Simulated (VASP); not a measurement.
# Cd3Pd (P4/mmm) in VASP: further runs, part 2 of 3

VASP 6.6.1. Earlier steps stand in the parts before.

## 3. Single point, LDA

Input file INCAR:

```
PREC = Accurate ; ENCUT = 520
EDIFF = 1E-6 ; ISMEAR = 1
SIGMA = 0.1 ; LREAL = False
LASPH = True ; NELM = 80
ALGO = Normal ; ISIF = 2
LWAVE = False ; LCHARG = False
GGA = CA ; NBANDS = 31
```

Input file KPOINTS:

```
Automatic mesh
0
Gamma
  8 8 8
```

Input file POSCAR:

```
Cd3Pd
1.0
    4.2295214151      0.0000000000      0.0000000000
    0.0000000000      4.2295214151      0.0000000000
    0.0000000000      0.0000000000      4.1667077746
Cd Pd
3 1
Direct
    0.0000000000      0.5000000000      0.5000000000
    0.5000000000      0.0000000000      0.5000000000
    0.5000000000      0.5000000000      0.0000000000
    0.0000000000      0.0000000000      0.0000000000
```

Potentials or basis: VASP PAW LDA potentials, release 64 (Cd, Pd).

The run is started by

```
cat potpaw_LDA.64/Cd/POTCAR potpaw_LDA.64/Pd/POTCAR > POTCAR
mpirun -np 1 vasp_std > vasp.out
```

OUTCAR:

```text
PREC = Accurate
   ENCUT = 520
   EDIFF = 1E-6
   ISMEAR = 1
   LREAL = False
   LASPH = True
   NELM = 80
   ISIF = 2
   GGA = CA

 ion  position               nearest neighbor table
   1  0.000  0.500  0.500-   3 2.97   4 2.97   3 2.97   4 2.97   4 2.97   4 2.97   3 2.97   3 2.97
                             2 2.99   2 2.99   2 2.99   2 2.99
   2  0.500  0.000  0.500-   3 2.97   4 2.97   3 2.97   4 2.97   3 2.97   3 2.97   4 2.97   4 2.97
                             1 2.99   1 2.99   1 2.99   1 2.99
   3  0.500  0.500  0.000-   1 2.97   2 2.97   1 2.97   2 2.97   2 2.97   2 2.97   1 2.97   1 2.97
                             4 2.99   4 2.99   4 2.99   4 2.99
   4  0.000  0.000  0.000-   1 2.97   2 2.97   1 2.97   2 2.97   1 2.97   1 2.97   2 2.97   2 2.97
                             3 2.99   3 2.99   3 2.99   3 2.99

  LATTYP: Found a simple tetragonal cell.
 ALAT       =     4.2295214151
 C/A-ratio  =     0.9851487593

  Lattice vectors:

 A1 = (   4.2295214151,   0.0000000000,   0.0000000000)
 A2 = (   0.0000000000,   4.2295214151,   0.0000000000)
 A3 = (   0.0000000000,   0.0000000000,   4.1667077746)

Analysis of symmetry for initial positions (statically):
=====================================================================
 Subroutine PRICEL returns:
 Original cell was already a primitive cell.

 Routine SETGRP: Setting up the symmetry group for a
 simple tetragonal supercell.

 Subroutine GETGRP returns: Found 16 space group operations
 (whereof 16 operations were pure point group operations)
 out of a pool of 16 trial point group operations.

The static configuration has the point symmetry D_4h.

Analysis of symmetry for dynamics (positions and initial velocities):
=====================================================================
 Subroutine PRICEL returns:
 Original cell was already a primitive cell.

 Routine SETGRP: Setting up the symmetry group for a
 simple tetragonal supercell.

 Subroutine GETGRP returns: Found 16 space group operations
 (whereof 16 operations were pure point group operations)
 out of a pool of 16 trial point group operations.

The dynamic configuration has the point symmetry D_4h.

 Subroutine INISYM returns: Found 16 space group operations
 (whereof 16 operations are pure point group operations),
 and found     1 'primitive' translations

----------------------------------------------------------------------------------------

                                     Primitive cell

  volume of cell :      74.5376

  direct lattice vectors                    reciprocal lattice vectors
     4.229521415  0.000000000  0.000000000     0.236433370  0.000000000  0.000000000
     0.000000000  4.229521415  0.000000000     0.000000000  0.236433370  0.000000000
     0.000000000  0.000000000  4.166707775     0.000000000  0.000000000  0.239997632

  length of vectors
     4.229521415  4.229521415  4.166707775     0.236433370  0.236433370  0.239997632

  position of ions in fractional coordinates (direct lattice)
     0.000000000  0.500000000  0.500000000
     0.500000000  0.000000000  0.500000000
     0.500000000  0.500000000  0.000000000
     0.000000000  0.000000000  0.000000000

  ion indices of the primitive-cell ions
   primitive index   ion index
                 1           1
                 2           2
                 3           3
                 4           4

----------------------------------------------------------------------------------------

 KPOINTS: Automatic mesh

Automatic generation of k-mesh.
 Grid dimensions read from file:
 generate k-points for:    8    8    8

 Generating k-lattice:

  Cartesian coordinates                     Fractional coordinates (reciprocal lattice)
     0.029554171  0.000000000  0.000000000     0.125000000  0.000000000  0.000000000
     0.000000000  0.029554171  0.000000000     0.000000000  0.125000000  0.000000000
     0.000000000  0.000000000  0.029999704     0.000000000  0.000000000  0.125000000

  Length of vectors
     0.029554171  0.029554171  0.029999704

  Shift w.r.t. Gamma in fractional coordinates (k-lattice)
     0.000000000  0.000000000  0.000000000

 Subroutine IBZKPT returns following result:
 ===========================================

 Found     75 irreducible k-points:

 Following reciprocal coordinates:
            Coordinates               Weight
  0.000000  0.000000  0.000000      1.000000
  0.125000  0.000000  0.000000      4.000000
  0.250000  0.000000  0.000000      4.000000
  0.375000  0.000000  0.000000      4.000000
  0.500000  0.000000  0.000000      2.000000
  0.125000  0.125000  0.000000      4.000000
[... 16 lines left out ...]
  0.375000  0.125000  0.125000     16.000000
  0.500000  0.125000  0.125000      8.000000
 [... further k-points ...]
   k-points           NKPTS =     75   k-points in BZ     NKDIM =     75   number of bands    NBANDS=     31
   number of dos      NEDOS =    301   number of ions     NIONS =      4
   total plane-waves  NPLWV =  32768
   dimension x,y,z NGX =    32 NGY =   32 NGZ =   32
   dimension x,y,z NGXF=    64 NGYF=   64 NGZF=   64
   ions per type =               3   1
   NGX,Y,Z   is equivalent  to a cutoff of  12.58, 12.58, 12.77 a.u.
   NGXF,Y,Z  is equivalent  to a cutoff of  25.16, 25.16, 25.54 a.u.
 SYSTEM =  unknown system
   PREC   = accura    normal or accurate (medium, high low for compatibility)
   ISTART =      0    job   : 0-new  1-cont  2-samecut
   ICHARG =      2    charge: 1-file 2-atom 10-const
   ISPIN  =      1    spin polarized calculation?
   LNONCOLLINEAR =      F non collinear calculations
   LSORBIT =      F    spin-orbit coupling
   LASPH  =      T    aspherical Exc in radial PAW
   ENCUT  =  520.0 eV  38.22 Ry    6.18 a.u.   7.86  7.86  7.75*2*pi/ulx,y,z
   NELM   =     80;   NELMIN=  2; NELMDL= -5     # of ELM steps
   EDIFF  = 0.1E-05   stopping-criterion for ELM
   LREAL  =      F    real-space projection
   EDIFFG = 0.1E-04   stopping-criterion for IOM
   NSW    =      0    number of steps for IOM
   IBRION =     -1    ionic relax: 0-MD 1-quasi-New 2-CG
   NFREE  =      0    steps in history (QN), initial steepest desc. (CG)
   ISIF   =      2    stress and relaxation
   ISYM   =      2    0-nonsym 1-usesym 2-fastsym
   POTIM  = 0.5000    time-step for ionic-motion
   TEBEG  =    0.0;   TEEND  =   0.0 temperature during run
   PSTRESS=    0.0 pullay stress
   NELECT =      46.0000    total number of electrons
   NUPDOWN=      -1.0000    fix difference up-down
   EMIN   =  10.00;   EMAX   =-10.00  energy-range for DOS
   EFERMI =   0.00;   METHOD = LEGACY
   ISMEAR =     1;   SIGMA  =   0.10  broadening in eV -4-tet -1-fermi 0-gaus
   EFERMI_NEDOS =   21; number of points for ismear=-14 and -15
   IALGO  =     38    algorithm
   IMIX   =      4    mixing-type and parameters
     AMIX     =   0.40;   BMIX     =  1.00
     AMIX_MAG =   1.60;   BMIX_MAG =  1.00
  volume/ion in A,a.u.               =      18.63       125.75
  Fermi-wavevector in a.u.,A,eV,Ry     =   1.393806  2.633911 26.431966  1.942695
  Thomas-Fermi vector in A             =   2.517416
   LORBIT       =      0    0 simple, 1 ext, 2 COOP (PROOUT), +10 PAW based schemes
   GGA     = CA    functional components
   LHFCALC =     F    Hartree Fock is set to
   AEXX    =    0.0000 exact exchange contribution
   IVDW    =     0    specifies the selected vdW correction
   LEPSILON=     F    determine dielectric tensor
   LRPA    =     F    only Hartree local field effects (RPA)
 non-spin polarized calculation
 Methfessel and Paxton  Order N= 1 SIGMA  =   0.10
  energy-cutoff  :      520.00
  volume of cell :       74.54
 maximum number of plane-waves:      2024
 NGX is ok and might be reduce to    32
   NGX = 15   NGY = 15   NGZ = 15

 number of electron      46.0000034 magnetization

 Free energy of the ion-electron system (eV)
  ---------------------------------------------------
  ext. energy  EPLUGINS =         0.00000000
  ---------------------------------------------------
  free energy    TOTEN  =       -11.91962179 eV

  energy without entropy =      -11.92047373  energy(sigma->0) =      -11.91990577

 E-fermi :   4.4406     XC(G=0): -12.1683

 val. band max:        4.4347354933   @ k =   0.2500   0.2500   0.5000
 cond. band min:       4.4600580175   @ k =   0.3750   0.3750   0.0000
 fundamental gap:      0.0253225242
 Fermi energy:         4.4405686570

 k-point     1 :       0.0000    0.0000    0.0000
  band No.  band energies     occupation
      1      -5.7086      2.00000
      2      -5.4395      2.00000
      3      -5.4395      2.00000
      4      -5.4127      2.00000
      5      -5.1049      2.00000
      6      -5.0747      2.00000
[... 805 lines left out ...]
     30      12.2190      0.00000
     31      13.0878      0.00000

 [... further k-points ...]
[... 5 lines left out ...]
  --------------------------------------------------------------------------------------
  -------------------------------------------------------------------------------------
  Total       -3.0324398     -3.0324398     -2.8395431      0.0000000      0.0000000      0.0000000
  in kB      -65.1819375    -65.1819375    -61.0356463      0.0000000      0.0000000      0.0000000
  external PRESSURE =     -63.7998405 kB  Pullay stress =       0.0000000 kB

 VOLUME and BASIS-vectors are now :
 -----------------------------------------------------------------------------
  energy-cutoff  :      520.00
  volume of cell :       74.54
      direct lattice vectors                 reciprocal lattice vectors
     4.229521415  0.000000000  0.000000000     0.236433370  0.000000000  0.000000000
     0.000000000  4.229521415  0.000000000     0.000000000  0.236433370  0.000000000
     0.000000000  0.000000000  4.166707775     0.000000000  0.000000000  0.239997632

 POSITION                                       TOTAL-FORCE (eV/Angst)
 -----------------------------------------------------------------------------------
      0.00000      2.11476      2.08335         0.000000      0.000000      0.000000
      2.11476      0.00000      2.08335         0.000000      0.000000      0.000000
      2.11476      2.11476      0.00000         0.000000      0.000000      0.000000
      0.00000      0.00000      0.00000         0.000000      0.000000      0.000000
 -----------------------------------------------------------------------------------
    total drift:                                0.000000     -0.000000     -0.000000

  FREE ENERGIE OF THE ION-ELECTRON SYSTEM (eV)
  ---------------------------------------------------
  free  energy   TOTEN  =       -11.9196217862 eV

  energy  without entropy=      -11.9204737266  energy(sigma->0) =      -11.91990577
```

OSZICAR:

```text
N       E                     dE             d eps       ncg     rms          rms(c)
DAV:   1     0.376985726924E+03    0.37699E+03   -0.23981E+04  4650   0.150E+03
DAV:   2    -0.166420020900E+01   -0.37865E+03   -0.36123E+03  4930   0.402E+02
DAV:   3    -0.125244767131E+02   -0.10860E+02   -0.10806E+02  5266   0.796E+01
DAV:   4    -0.125807761673E+02   -0.56299E-01   -0.56291E-01  5196   0.517E+00
DAV:   5    -0.125815711727E+02   -0.79501E-03   -0.79500E-03  5406   0.655E-01    0.800E+00
DAV:   6    -0.120255590242E+02    0.55601E+00   -0.15808E+00  5188   0.136E+01    0.725E+00
DAV:   7    -0.119546955150E+02    0.70864E-01   -0.41498E-01  4930   0.411E+00    0.382E+00
DAV:   8    -0.119236186840E+02    0.31077E-01   -0.10256E-01  4972   0.225E+00    0.146E+00
DAV:   9    -0.119197226423E+02    0.38960E-02   -0.18574E-02  5126   0.131E+00    0.127E-01
DAV:  10    -0.119196254849E+02    0.97157E-04   -0.42751E-04  5128   0.142E-01    0.606E-02
DAV:  11    -0.119196220398E+02    0.34451E-05   -0.37115E-05  5231   0.463E-02    0.142E-02
DAV:  12    -0.119196217862E+02    0.25362E-06   -0.25243E-06  4364   0.115E-02
   1 F= -.11919622E+02 E0= -.11919906E+02  d E =0.851940E-03
```

It took 41 s on 1 thread of Intel Xeon 6975P-C (Granite Rapids), shared host; peak memory 0.26 GiB.

Results:

```yaml
Free_energy: -11.9196 eV
Pressure: -6.4 GPa
Band_gap_on_the_k_mesh: zero (band 23 reaches 7.64 eV, above the bottom of band 24 at 2.74 eV)
```

Stress tensor (GPa, compression positive):
```
-6.52  0.00  0.00
 0.00 -6.52  0.00
 0.00  0.00 -6.10
```

(Part 2 of 3 ends here.)
